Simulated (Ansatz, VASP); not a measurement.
# Two plane-wave programs on Hg

```
Hg
1.0
     3.61417    0.00000    0.00000
    -1.80709    3.12996    0.00000
     0.00000    0.00000   11.44951
Hg
4
Direct
  0.00000 0.00000 0.00000
  0.00000 0.00000 0.50000
  0.33333 0.66667 0.25000
  0.66667 0.33333 0.75000
```

Alike in both runs: task single point; functional PBE; k mesh 12 × 12 × 4; occupations fermi-dirac, width 0.1 eV; no spin polarisation.

|  | VASP | Ansatz |
| --- | --- | --- |
| version | VASP 6.6.1 | Ansatz 0.2.0 |
| potentials or method | VASP PAW PBE potentials, release 64 (Hg), cutoff 500 eV | plane waves (420 eV) with PAW, scalar-relativistic |
| valence electrons in the cell | 48 | 80 |

Ansatz gave:

| Property | Result |
| --- | --- |
| pressure (GPa) | -0.3 |
| traceless stress, the component that is largest in VASP (GPa) | -0.05 |

Problem. Estimate VASP's values.

Solution. Pressure (GPa): -0.2; traceless stress, the component that is largest in VASP (GPa): -0.05.

VASP's potentials hold 48 valence electrons a cell and Ansatz's 80, so a difference there can come from the potentials and not from the codes.

Spin-orbit coupling is off throughout.
